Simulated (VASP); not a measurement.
# MgGeSb2 (P-4m2) in VASP: further runs

MgGeSb2 is run at these levels: r2SCAN; tasks: single point.

Everything below comes from runs of VASP 6.6.1. Logs are shortened: lines on timing, memory, paths and dates and some standing lists are left out, and cuts for length are marked.

## (1) The cell of the first run

The structure is tetragonal, space group P-4m2 (No. 115). Conventional cell: a = 4.358 Å, b = 4.358 Å, c = 6.430 Å, α = 90.00°, β = 90.00°, γ = 90.00°. Mg (site symmetry -4m2) has 4 Sb at 2.75 Å within 3.6 Å. Sb (site symmetry 2mm) has 2 Ge at 2.67 Å and 2 Mg at 2.75 Å within 3.5 Å. Within 3.5 Å of Ge (site symmetry -4m2) lie 4 Sb at 2.67 Å.

## (2) Single point, r2SCAN (30.53 Å³/atom)

Contents of POSCAR:

```
MgGeSb2
1.0
    4.3579392066      0.0000000000      0.0000000000
    0.0000000000      4.3579392066      0.0000000000
    0.0000000000      0.0000000000      6.4295705144
Mg Sb Ge
1 2 1
Direct
    0.0000000000      0.0000000000      0.0000000000
    0.0000000000      0.5000000000      0.2607511146
    0.5000000000      0.0000000000      0.7392488854
    0.5000000000      0.5000000000      0.5000000000
```

Contents of INCAR.step1:

```
ALGO = Normal ; EDIFF = 1E-4
ENCUT = 520 ; GGA = PE
ISMEAR = -1 ; LASPH = T
LCHARG = F ; LREAL = F
LWAVE = T ; NBANDS = 21
NELM = 80 ; PREC = Accurate
SIGMA = 0.02
```

Contents of INCAR.step2:

```
ALGO = Normal ; EDIFF = 1E-6
ENCUT = 520 ; ISIF = 2
ISMEAR = -1 ; ISTART = 1
LASPH = T ; LCHARG = T
LELF = T ; LMIXTAU = T
LREAL = F ; LVHAR = T
LWAVE = F ; METAGGA = R2SCAN
NBANDS = 21 ; NELM = 80
PREC = Accurate ; SIGMA = 0.02
```

Contents of KPOINTS:

```
k-points
0
Gamma
  6 6 4
```

Potentials or basis: VASP PAW PBE potentials, release 64 (Mg, Sb, Ge_d).

Started as:

```bash
cat potpaw_PBE.64/Mg/POTCAR potpaw_PBE.64/Sb/POTCAR potpaw_PBE.64/Ge_d/POTCAR > POTCAR
cp INCAR.step1 INCAR
mpirun -np 1 vasp_std > vasp.out
cp INCAR.step2 INCAR
mpirun -np 1 vasp_std > vasp.out
```

OUTCAR:

```text
EDIFF = 1E-6
   ENCUT = 520
   ISIF = 2
   ISMEAR = -1
   ISTART = 1
   LASPH = T
   LREAL = F
   METAGGA = R2SCAN
   NELM = 80
   PREC = Accurate

 ion  position               nearest neighbor table
   1  0.000  0.000  0.000-   2 2.75   3 2.75   2 2.75   3 2.75
   2  0.000  0.500  0.261-   4 2.67   4 2.67   1 2.75   1 2.75
   3  0.500  0.000  0.739-   4 2.67   4 2.67   1 2.75   1 2.75
   4  0.500  0.500  0.500-   2 2.67   3 2.67   3 2.67   2 2.67

  LATTYP: Found a simple tetragonal cell.
 ALAT       =     4.3579392066
 C/A-ratio  =     1.4753694830

  Lattice vectors:

 A1 = (   4.3579392066,   0.0000000000,   0.0000000000)
 A2 = (   0.0000000000,   4.3579392066,   0.0000000000)
 A3 = (   0.0000000000,   0.0000000000,   6.4295705144)

Analysis of symmetry for initial positions (statically):
=====================================================================
 Subroutine PRICEL returns:
 Original cell was already a primitive cell.

 Routine SETGRP: Setting up the symmetry group for a
 simple tetragonal supercell.

 Subroutine GETGRP returns: Found  8 space group operations
 (whereof  8 operations were pure point group operations)
 out of a pool of 16 trial point group operations.

The static configuration has the point symmetry D_2d.

Analysis of symmetry for dynamics (positions and initial velocities):
=====================================================================
 Subroutine PRICEL returns:
 Original cell was already a primitive cell.

 Routine SETGRP: Setting up the symmetry group for a
 simple tetragonal supercell.

 Subroutine GETGRP returns: Found  8 space group operations
 (whereof  8 operations were pure point group operations)
 out of a pool of 16 trial point group operations.

The dynamic configuration has the point symmetry D_2d.

 Subroutine INISYM returns: Found  8 space group operations
 (whereof  8 operations are pure point group operations),
 and found     1 'primitive' translations

----------------------------------------------------------------------------------------

                                     Primitive cell

  volume of cell :     122.1081

  direct lattice vectors                    reciprocal lattice vectors
     4.357939207  0.000000000  0.000000000     0.229466257  0.000000000  0.000000000
     0.000000000  4.357939207  0.000000000     0.000000000  0.229466257  0.000000000
[... 87 lines left out ...]
   ENCUT  =  520.0 eV  38.22 Ry    6.18 a.u.   8.10  8.10 11.95*2*pi/ulx,y,z
   NELM   =     80;   NELMIN=  2; NELMDL=  0     # of ELM steps
   EDIFF  = 0.1E-05   stopping-criterion for ELM
   LREAL  =      F    real-space projection
   EDIFFG = 0.1E-04   stopping-criterion for IOM
   NSW    =      0    number of steps for IOM
   IBRION =     -1    ionic relax: 0-MD 1-quasi-New 2-CG
   NFREE  =      0    steps in history (QN), initial steepest desc. (CG)
   ISIF   =      2    stress and relaxation
   ISYM   =      2    0-nonsym 1-usesym 2-fastsym
   POTIM  = 0.5000    time-step for ionic-motion
   TEBEG  =    0.0;   TEEND  =   0.0 temperature during run
   PSTRESS=    0.0 pullay stress
   NELECT =      26.0000    total number of electrons
   NUPDOWN=      -1.0000    fix difference up-down
   EMIN   =  10.00;   EMAX   =-10.00  energy-range for DOS
   EFERMI =   0.00;   METHOD = LEGACY
   ISMEAR =    -1;   SIGMA  =   0.02  broadening in eV -4-tet -1-fermi 0-gaus
   EFERMI_NEDOS =   21; number of points for ismear=-14 and -15
   IALGO  =     38    algorithm
   IMIX   =      4    mixing-type and parameters
     AMIX     =   0.40;   BMIX     =  1.00
     AMIX_MAG =   1.60;   BMIX_MAG =  1.00
  volume/ion in A,a.u.               =      30.53       206.01
  Fermi-wavevector in a.u.,A,eV,Ry     =   0.977577  1.847354 13.002512  0.955658
  Thomas-Fermi vector in A             =   2.108286
   LORBIT       =      0    0 simple, 1 ext, 2 COOP (PROOUT), +10 PAW based schemes
   METAGGA = R2SCAN    functional components
   LHFCALC =     F    Hartree Fock is set to
   AEXX    =    0.0000 exact exchange contribution
   IVDW    =     0    specifies the selected vdW correction
   LEPSILON=     F    determine dielectric tensor
   LRPA    =     F    only Hartree local field effects (RPA)
 non-spin polarized calculation
  energy-cutoff  :      520.00
  volume of cell :      122.11
 maximum number of plane-waves:      3312
   NGX = 17   NGY = 17   NGZ = 23

 number of electron      25.9999974 magnetization

 Free energy of the ion-electron system (eV)
  ---------------------------------------------------
  ext. energy  EPLUGINS =         0.00000000
  ---------------------------------------------------
  free energy    TOTEN  =       -69.69815209 eV

  energy without entropy =      -69.69712807  energy(sigma->0) =      -69.69764008

 E-fermi :   4.0494     XC(G=0):  -9.0646

 val. band max:        4.0379682417   @ k =   0.1667   0.0000   0.0000
 cond. band min:       4.0744549613   @ k =   0.0000   0.0000   0.0000
 fundamental gap:      0.0364867196
 Fermi energy:         4.0494037938

 k-point     1 :       0.0000    0.0000    0.0000
  band No.  band energies     occupation
      1     -21.7341      2.00000
      2     -21.7341      2.00000
      3     -21.7316      2.00000
      4     -21.7207      2.00000
      5     -21.7064      2.00000
      6      -8.0319      2.00000
[... 565 lines left out ...]
     20      10.7561      0.00000
     21      10.9348      0.00000

 [... further k-points ...]

------------------------ aborting loop because EDIFF is reached ----------------------------------------

  FORCE on cell =-STRESS in cart. coord.  units (eV):
  Direction    XX          YY          ZZ          XY          YZ          ZX
  --------------------------------------------------------------------------------------
  -------------------------------------------------------------------------------------
  Total        1.1110461      1.1110461      1.2462440      0.0000000      0.0000000      0.0000000
  in kB       14.5780143     14.5780143     16.3519432      0.0000000      0.0000000      0.0000000
  external PRESSURE =      15.1693239 kB  Pullay stress =       0.0000000 kB

 VOLUME and BASIS-vectors are now :
 -----------------------------------------------------------------------------
  energy-cutoff  :      520.00
  volume of cell :      122.11
      direct lattice vectors                 reciprocal lattice vectors
     4.357939207  0.000000000  0.000000000     0.229466257  0.000000000  0.000000000
     0.000000000  4.357939207  0.000000000     0.000000000  0.229466257  0.000000000
     0.000000000  0.000000000  6.429570514     0.000000000  0.000000000  0.155531384

 POSITION                                       TOTAL-FORCE (eV/Angst)
 -----------------------------------------------------------------------------------
      0.00000      0.00000      0.00000        -0.000000     -0.000000      0.000000
      0.00000      2.17897      1.67652         0.000000     -0.000000     -0.065211
      2.17897      0.00000      4.75305        -0.000000     -0.000000      0.065211
      2.17897      2.17897      3.21479        -0.000000      0.000000      0.000000
 -----------------------------------------------------------------------------------
    total drift:                                0.000000      0.000000     -0.000000

  FREE ENERGIE OF THE ION-ELECTRON SYSTEM (eV)
  ---------------------------------------------------
  free  energy   TOTEN  =       -69.6981520862 eV

  energy  without entropy=      -69.6971280750  energy(sigma->0) =      -69.69764008
```

OUTCAR.step1:

```text
EDIFF = 1E-4
   ENCUT = 520
   GGA = PE
   ISMEAR = -1
   LASPH = T
[... 803 lines left out ...]
      0.00000      0.00000      0.00000        -0.000000      0.000000      0.000000
      0.00000      2.17897      1.67652         0.000000      0.000000     -0.161991
      2.17897      0.00000      4.75305         0.000000      0.000000      0.161991
      2.17897      2.17897      3.21479         0.000000     -0.000000      0.000000
 -----------------------------------------------------------------------------------
    total drift:                                0.000000      0.000000     -0.000000

  FREE ENERGIE OF THE ION-ELECTRON SYSTEM (eV)
  ---------------------------------------------------
  free  energy   TOTEN  =       -14.3279761384 eV

  energy  without entropy=      -14.3267416877  energy(sigma->0) =      -14.32735891
```

OSZICAR.step1:

```text
N       E                     dE             d eps       ncg     rms          rms(c)
DAV:   1     0.176496101645E+03    0.17650E+03   -0.11414E+04  1416   0.165E+03
DAV:   2     0.986467524538E+01   -0.16663E+03   -0.16065E+03  1428   0.448E+02
DAV:   3    -0.135078262092E+02   -0.23373E+02   -0.23175E+02  1504   0.109E+02
DAV:   4    -0.144765794992E+02   -0.96875E+00   -0.96795E+00  1517   0.249E+01
DAV:   5    -0.144994638747E+02   -0.22884E-01   -0.22884E-01  1488   0.427E+00    0.431E+00
DAV:   6    -0.143684162906E+02    0.13105E+00   -0.12806E-01  1468   0.230E+00    0.265E+00
DAV:   7    -0.143262054184E+02    0.42211E-01   -0.17235E-01  1430   0.188E+00    0.469E-01
DAV:   8    -0.143273912963E+02   -0.11859E-02   -0.11629E-02  1430   0.895E-01    0.186E-01
DAV:   9    -0.143278988626E+02   -0.50757E-03   -0.16854E-03  1448   0.289E-01    0.414E-02
DAV:  10    -0.143279761384E+02   -0.77276E-04   -0.12119E-04  1215   0.834E-02
   1 F= -.14327976E+02 E0= -.14327359E+02  d E =-.123445E-02
```

It took 78 s on 1 thread of Intel Xeon 6975P-C (Granite Rapids), shared host; peak memory 0.28 GiB.

Results:

* Free energy: -69.6982 eV
* Pressure: 1.5 GPa
* Largest force: 0.065 eV/Å
* Band gap on the k mesh: zero (bands 13 and 14 overlap by 0.28 eV)

Forces on the atoms (eV/Å):
```
Mg   0.000  0.000  0.000
Sb   0.000  0.000 -0.065
Sb   0.000  0.000  0.065
Ge   0.000  0.000  0.000
```

Levels at points of the mesh, in eV from the Fermi level:
| k point | band 10 | band 11 | band 12 | band 13 | band 14 | band 15 | band 16 | band 17 |
| --- | --- | --- | --- | --- | --- | --- | --- | --- |
| (0.00, 0.00, 0.00) | -2.86 | -0.53 | -0.52 | 0.03 | 0.03 | 0.92 | 3.06 | 3.06 |
| (0.50, 0.00, 0.00) | -3.23 | -3.22 | -2.23 | -0.30 | 0.88 | 3.66 | 3.70 | 3.88 |
| (0.50, 0.50, 0.00) | -3.64 | -2.75 | -2.75 | -1.63 | 0.33 | 1.42 | 1.42 | 2.80 |
| (0.00, 0.00, 0.50) | -2.65 | -2.65 | -0.68 | -0.68 | 0.73 | 0.93 | 3.60 | 4.27 |
| (0.50, 0.00, 0.50) | -2.19 | -1.88 | -1.08 | -0.38 | -0.26 | 2.72 | 3.12 | 3.12 |
| (0.50, 0.50, 0.50) | -3.26 | -3.12 | -3.12 | -2.68 | 2.56 | 3.73 | 3.83 | 3.83 |

Caveat: the PAW data sets were made with another functional, which shifts forces and pressure a little; spin-orbit coupling is left out, which moves the levels of the heavy elements.

## (3) Single point, r2SCAN

This run uses another cell than the first one, of 31.47 Å³/atom.

Contents of POSCAR:

```
MgGeSb2
1.0
    4.4024110455      0.0000000000      0.0000000000
    0.0000000000      4.4024110455      0.0000000000
    0.0000000000      0.0000000000      6.4951829085
Mg Sb Ge
1 2 1
Direct
    0.0000000000      0.0000000000      0.0000000000
    0.0000000000      0.5000000000      0.2607511146
    0.5000000000      0.0000000000      0.7392488854
    0.5000000000      0.5000000000      0.5000000000
```

Contents of INCAR.step1:

```
PREC = Accurate ; ENCUT = 520
ISMEAR = -1 ; SIGMA = 0.02
LREAL = F ; LASPH = T
NELM = 100 ; NBANDS = 21
GGA = PE ; ALGO = Normal
EDIFF = 1E-4 ; LWAVE = T
LCHARG = F
```

Contents of INCAR.step2:

```
PREC = Accurate ; ENCUT = 520
EDIFF = 1E-6 ; ISMEAR = -1
SIGMA = 0.02 ; LREAL = F
LASPH = T ; NELM = 100
ALGO = Normal ; ISIF = 2
LWAVE = F ; LCHARG = T
METAGGA = R2SCAN ; LMIXTAU = T
LELF = T ; LVHAR = T
NBANDS = 21 ; ISTART = 1
```

Contents of KPOINTS:

```
regular mesh
0
Gamma
  6 6 4
```

Potentials or basis: VASP PAW PBE potentials, release 64 (Mg, Sb, Ge_d).

Started as:

```bash
cat potpaw_PBE.64/Mg/POTCAR potpaw_PBE.64/Sb/POTCAR potpaw_PBE.64/Ge_d/POTCAR > POTCAR
cp INCAR.step1 INCAR
mpirun -np 1 vasp_std > vasp.out
cp INCAR.step2 INCAR
mpirun -np 1 vasp_std > vasp.out
```

It took 98 s on 1 thread of Intel Xeon 6975P-C (Granite Rapids), shared host; peak memory 0.31 GiB.

It converged, with:

```yaml
Free_energy: -69.7161 eV
Pressure: 0.1 GPa
Largest_force: 0.027 eV/Å
Band_gap_on_the_k_mesh: zero (bands 13 and 14 overlap by 0.27 eV)
```

Forces on the atoms (eV/Å):
```
Mg   0.000  0.000  0.000
Sb   0.000  0.000 -0.027
Sb   0.000  0.000  0.027
Ge   0.000  0.000  0.000
```

Levels at points of the mesh, in eV from the Fermi level:
```csv
k point,band 11,band 12,band 13,band 14,band 15,band 16
"(0.00, 0.00, 0.00)",-0.58,-0.53,0.02,0.02,0.96,3.03
"(0.50, 0.00, 0.00)",-3.13,-2.16,-0.28,0.84,3.61,3.63
"(0.50, 0.50, 0.00)",-2.66,-2.66,-1.57,0.35,1.47,1.47
"(0.00, 0.00, 0.50)",-2.56,-0.65,-0.65,0.71,0.94,3.60
"(0.50, 0.00, 0.50)",-1.84,-1.04,-0.40,-0.24,2.64,3.10
"(0.50, 0.50, 0.50)",-3.01,-3.01,-2.56,2.46,3.73,3.79
```

Caveat: the PAW data sets were made with another functional, which shifts forces and pressure a little; spin-orbit coupling is left out, which moves the levels of the heavy elements.

## (4) Single point, r2SCAN (32.42 Å³/atom)

This run uses another cell than the first one, of 32.42 Å³/atom.

Contents of POSCAR:

```
MgGeSb2
1.0
    4.4460021086      0.0000000000      0.0000000000
    0.0000000000      4.4460021086      0.0000000000
    0.0000000000      0.0000000000      6.5594958327
Mg Sb Ge
1 2 1
Direct
    0.0000000000      0.0000000000      0.0000000000
    0.0000000000      0.5000000000      0.2607511146
    0.5000000000      0.0000000000      0.7392488854
    0.5000000000      0.5000000000      0.5000000000
```

Contents of INCAR.step1:

```
PREC     = Accurate       # precision mode
ENCUT    = 520            # plane-wave cutoff, eV
ISMEAR   = -1             # smearing method
SIGMA    = 0.02           # smearing width, eV
LREAL    = F              # projectors in reciprocal space
LASPH    = T              # aspherical terms in the spheres
NELM     = 80             # most SCF steps
NBANDS   = 21             # bands
GGA      = PE             # functional
ALGO     = Normal         # electronic algorithm
EDIFF    = 1E-4           # SCF threshold, eV
LWAVE    = T              # write WAVECAR
LCHARG   = F              # write CHGCAR
```

Contents of INCAR.step2:

```
PREC     = Accurate       # precision mode
ENCUT    = 520            # plane-wave cutoff, eV
EDIFF    = 1E-6           # SCF threshold, eV
ISMEAR   = -1             # smearing method
SIGMA    = 0.02           # smearing width, eV
LREAL    = F              # projectors in reciprocal space
LASPH    = T              # aspherical terms in the spheres
NELM     = 80             # most SCF steps
ALGO     = Normal         # electronic algorithm
ISIF     = 2              # what is computed and relaxed
LWAVE    = F              # write WAVECAR
LCHARG   = F              # write CHGCAR
METAGGA  = R2SCAN         # meta-GGA
LMIXTAU  = T            
NBANDS   = 21             # bands
ISTART   = 1
```

KPOINTS is that of step 3.

Started as:

```bash
cat potpaw_PBE.64/Mg/POTCAR potpaw_PBE.64/Sb/POTCAR potpaw_PBE.64/Ge_d/POTCAR > POTCAR
cp INCAR.step1 INCAR
mpirun -np 1 vasp_std > vasp.out
cp INCAR.step2 INCAR
mpirun -np 1 vasp_std > vasp.out
```

It took 2 min on 1 thread of Intel Xeon 6975P-C (Granite Rapids), shared host; peak memory 0.31 GiB.

Results (log left out):

| Item | Value |
| --- | --- |
| Free energy | -69.7020 eV |
| Pressure | -1.2 GPa |
| Largest force | 0.005 eV/Å |
| Band gap on the k mesh | zero (bands 13 and 14 overlap by 0.26 eV) |

Forces on the atoms (eV/Å):
```
Mg   0.000  0.000  0.000
Sb   0.000  0.000  0.005
Sb   0.000  0.000 -0.005
Ge   0.000  0.000  0.000
```

Stress tensor (GPa, compression positive):
```
-1.15  0.00  0.00
 0.00 -1.15  0.00
 0.00  0.00 -1.28
```

Levels at points of the mesh, in eV from the Fermi level:
| k point | band 9 | band 10 | band 11 | band 12 | band 13 | band 14 | band 15 | band 16 | band 17 | band 18 |
| --- | --- | --- | --- | --- | --- | --- | --- | --- | --- | --- |
| (0.00, 0.00, 0.00) | -2.67 | -2.67 | -0.64 | -0.52 | 0.02 | 0.02 | 0.99 | 3.01 | 3.01 | 3.18 |
| (0.50, 0.00, 0.00) | -3.19 | -3.06 | -3.02 | -2.09 | -0.27 | 0.79 | 3.56 | 3.56 | 3.89 | 5.13 |
| (0.50, 0.50, 0.00) | -3.58 | -3.41 | -2.58 | -2.58 | -1.51 | 0.37 | 1.51 | 1.51 | 2.81 | 6.95 |
| (0.00, 0.00, 0.50) | -2.66 | -2.47 | -2.47 | -0.62 | -0.62 | 0.69 | 0.95 | 3.59 | 4.25 | 4.30 |
| (0.50, 0.00, 0.50) | -4.45 | -2.06 | -1.80 | -1.01 | -0.42 | -0.23 | 2.56 | 3.08 | 3.11 | 4.39 |
| (0.50, 0.50, 0.50) | -3.80 | -3.10 | -2.91 | -2.91 | -2.45 | 2.37 | 3.73 | 3.75 | 3.75 | 4.32 |

Caveat: the PAW data sets were made with another functional, which shifts forces and pressure a little; spin-orbit coupling is left out, which moves the levels of the heavy elements.

(Continued in part 2 of 2.)
